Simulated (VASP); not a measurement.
# Si (Fm-3m) in VASP: single point with PBE

Aim: the single point of Si with PBE.

Everything below comes from runs of VASP 6.6.1. Logs are shortened: lines on timing, memory, paths and dates and some standing lists are left out, and cuts for length are marked.

## Step 1: The cell of the first run

Symmetry: Fm-3m, No. 225, cubic system. Conventional cell: a = 3.340 Å, b = 3.340 Å, c = 3.340 Å, α = 90.00°, β = 90.00°, γ = 90.00°. Within 3.1 Å of Si (site symmetry m-3m) lie 12 Si at 2.36 Å.

## Step 2: Single point, PBE

INCAR reads:

```
SYSTEM = Si
  ALGO = Normal
  EDIFF = 1E-6
  ENCUT = 520
  GGA = PE
  ISIF = 2
  ISMEAR = 1
  LASPH = .TRUE.
  LCHARG = .FALSE.
  LREAL = .FALSE.
  LWAVE = .FALSE.
  NBANDS = 8
  NELM = 100
  PREC = Accurate
  SIGMA = 0.1
```

KPOINTS reads:

```
k-points
0
G
  17 17 17
  0 0 0
```

POSCAR reads:

```
Si
1.0
    0.0000000000      1.6700000000      1.6700000000
    1.6700000000      0.0000000000      1.6700000000
    1.6700000000      1.6700000000      0.0000000000
Si
1
Direct
    0.0000000000      0.0000000000      0.0000000000
```

Potentials or basis: VASP PAW PBE potentials, release 64 (Si).

Command:

```bash
$ cat potpaw_PBE.64/Si/POTCAR > POTCAR
$ mpirun -np 1 vasp_std > vasp.out
```

OUTCAR:

```text
SYSTEM = Si
   EDIFF = 1E-6
   ENCUT = 520
   GGA = PE
   ISIF = 2
   ISMEAR = 1
   LASPH = .TRUE.
   LREAL = .FALSE.
   NELM = 100
   PREC = Accurate

 ion  position               nearest neighbor table
   1  0.000  0.000  0.000-

  LATTYP: Found a face centered cubic cell.
 ALAT       =     3.3400000000

  Lattice vectors:

 A1 = (   0.0000000000,   1.6700000000,   1.6700000000)
 A2 = (   1.6700000000,   0.0000000000,   1.6700000000)
 A3 = (   1.6700000000,   1.6700000000,   0.0000000000)

Analysis of symmetry for initial positions (statically):
=====================================================================
 Subroutine PRICEL returns:
 Original cell was already a primitive cell.

 Routine SETGRP: Setting up the symmetry group for a
 face centered cubic supercell.

 Subroutine GETGRP returns: Found 48 space group operations
 (whereof 48 operations were pure point group operations)
 out of a pool of 48 trial point group operations.

The static configuration has the point symmetry O_h .

Analysis of symmetry for dynamics (positions and initial velocities):
=====================================================================
 Subroutine PRICEL returns:
 Original cell was already a primitive cell.

 Routine SETGRP: Setting up the symmetry group for a
 face centered cubic supercell.

 Subroutine GETGRP returns: Found 48 space group operations
 (whereof 48 operations were pure point group operations)
 out of a pool of 48 trial point group operations.

The dynamic configuration has the point symmetry O_h .

 Subroutine INISYM returns: Found 48 space group operations
 (whereof 48 operations are pure point group operations),
 and found     1 'primitive' translations

----------------------------------------------------------------------------------------

                                     Primitive cell

  volume of cell :       9.3149

  direct lattice vectors                    reciprocal lattice vectors
     0.000000000  1.670000000  1.670000000    -0.299401198  0.299401198  0.299401198
     1.670000000  0.000000000  1.670000000     0.299401198 -0.299401198  0.299401198
     1.670000000  1.670000000  0.000000000     0.299401198  0.299401198 -0.299401198

  length of vectors
     2.361736649  2.361736649  2.361736649     0.518578086  0.518578086  0.518578086

  position of ions in fractional coordinates (direct lattice)
     0.000000000  0.000000000  0.000000000

[... 76 lines left out ...]
   LREAL  =      F    real-space projection
   EDIFFG = 0.1E-04   stopping-criterion for IOM
   NSW    =      0    number of steps for IOM
   IBRION =     -1    ionic relax: 0-MD 1-quasi-New 2-CG
   NFREE  =      0    steps in history (QN), initial steepest desc. (CG)
   ISIF   =      2    stress and relaxation
   ISYM   =      2    0-nonsym 1-usesym 2-fastsym
   POTIM  = 0.5000    time-step for ionic-motion
   TEBEG  =    0.0;   TEEND  =   0.0 temperature during run
   PSTRESS=    0.0 pullay stress
   NELECT =       4.0000    total number of electrons
   NUPDOWN=      -1.0000    fix difference up-down
   EMIN   =  10.00;   EMAX   =-10.00  energy-range for DOS
   EFERMI =   0.00;   METHOD = LEGACY
   ISMEAR =     1;   SIGMA  =   0.10  broadening in eV -4-tet -1-fermi 0-gaus
   EFERMI_NEDOS =   21; number of points for ismear=-14 and -15
   IALGO  =     38    algorithm
   IMIX   =      4    mixing-type and parameters
     AMIX     =   0.40;   BMIX     =  1.00
     AMIX_MAG =   1.60;   BMIX_MAG =  1.00
  volume/ion in A,a.u.               =       9.31        62.86
  Fermi-wavevector in a.u.,A,eV,Ry     =   1.235099  2.333998 20.755266  1.525469
  Thomas-Fermi vector in A             =   2.369762
   LORBIT       =      0    0 simple, 1 ext, 2 COOP (PROOUT), +10 PAW based schemes
   GGA     = PE    functional components
   LHFCALC =     F    Hartree Fock is set to
   AEXX    =    0.0000 exact exchange contribution
   IVDW    =     0    specifies the selected vdW correction
   LEPSILON=     F    determine dielectric tensor
   LRPA    =     F    only Hartree local field effects (RPA)
 non-spin polarized calculation
 Methfessel and Paxton  Order N= 1 SIGMA  =   0.10
  energy-cutoff  :      520.00
  volume of cell :        9.31
 maximum number of plane-waves:       265
 NGX is ok and might be reduce to    18
   NGX =  9   NGY =  9   NGZ =  9

 number of electron       4.0000000 magnetization

 Free energy of the ion-electron system (eV)
  ---------------------------------------------------
  ext. energy  EPLUGINS =         0.00000000
  ---------------------------------------------------
  free energy    TOTEN  =        -3.85648342 eV

  energy without entropy =       -3.85626616  energy(sigma->0) =       -3.85641100

 E-fermi :  17.0704     XC(G=0): -13.0689

 val. band max:       17.0525377059   @ k =   0.4118   0.3529   0.0000
 cond. band min:      17.0867618430   @ k =  -0.3529   0.3529   0.1765
 fundamental gap:      0.0342241371
 Fermi energy:        17.0703744956

 k-point     1 :       0.0000    0.0000    0.0000
  band No.  band energies     occupation
      1      -2.0738      2.00000
      2      30.8996      0.00000
      3      30.8996      0.00000
      4      30.8996      0.00000
      5      34.6774      0.00000
      6      34.6774      0.00000
      7      34.6774      0.00000
      8      37.3281      0.00000
[... 243 lines left out ...]
 k-point    24 :      -0.1176    0.0588    0.0000
  band No.  band energies     occupation
      1      -1.2225      2.00000
      2      24.6672      0.00000
      3      27.7346      0.00000
      4      31.3232      0.00000
      5      35.5751      0.00000
      6      35.8943      0.00000
      7      36.4565      0.00000
      8      37.6417      0.00000

 [... further k-points ...]

------------------------ aborting loop because EDIFF is reached ----------------------------------------

  FORCE on cell =-STRESS in cart. coord.  units (eV):
  Direction    XX          YY          ZZ          XY          YZ          ZX
  --------------------------------------------------------------------------------------
  -------------------------------------------------------------------------------------
  Total        5.5247342      5.5247342      5.5247342      0.0000000     -0.0000000      0.0000000
  in kB      950.2602513    950.2602513    950.2602513      0.0000000     -0.0000000      0.0000000
  external PRESSURE =     950.2602513 kB  Pullay stress =       0.0000000 kB

 VOLUME and BASIS-vectors are now :
 -----------------------------------------------------------------------------
  energy-cutoff  :      520.00
  volume of cell :        9.31
      direct lattice vectors                 reciprocal lattice vectors
     0.000000000  1.670000000  1.670000000    -0.299401198  0.299401198  0.299401198
     1.670000000  0.000000000  1.670000000     0.299401198 -0.299401198  0.299401198
     1.670000000  1.670000000  0.000000000     0.299401198  0.299401198 -0.299401198

 POSITION                                       TOTAL-FORCE (eV/Angst)
 -----------------------------------------------------------------------------------
      0.00000      0.00000      0.00000        -0.000000      0.000000     -0.000000
 -----------------------------------------------------------------------------------
    total drift:                                0.000000      0.000000      0.000000

  FREE ENERGIE OF THE ION-ELECTRON SYSTEM (eV)
  ---------------------------------------------------
  free  energy   TOTEN  =        -3.8564834183 eV

  energy  without entropy=       -3.8562661627  energy(sigma->0) =       -3.85641100
```

stdout:

```text
POSCAR found type information on POSCAR Si
 POSCAR found :  1 types and       1 ions
 scaLAPACK will be used
 LDA part: xc-table for (Slater+PW92), standard interpolation
 POSCAR, INCAR and KPOINTS ok, starting setup
 FFT: planning ... GRIDC
 FFT: planning ... GRID_SOFT
 FFT: planning ... GRID
 WAVECAR not read
 entering main loop
```

Run time: 4.3 s. Hardware: 1 thread of Intel Xeon 6975P-C (Granite Rapids), shared host; peak memory 0.11 GiB.

What came out:

```yaml
Free_energy: -3.8565 eV
Pressure: 95.0 GPa
Band_gap_on_the_k_mesh: zero (band 2 reaches 30.90 eV, above the bottom of band 3 at 13.82 eV)
```
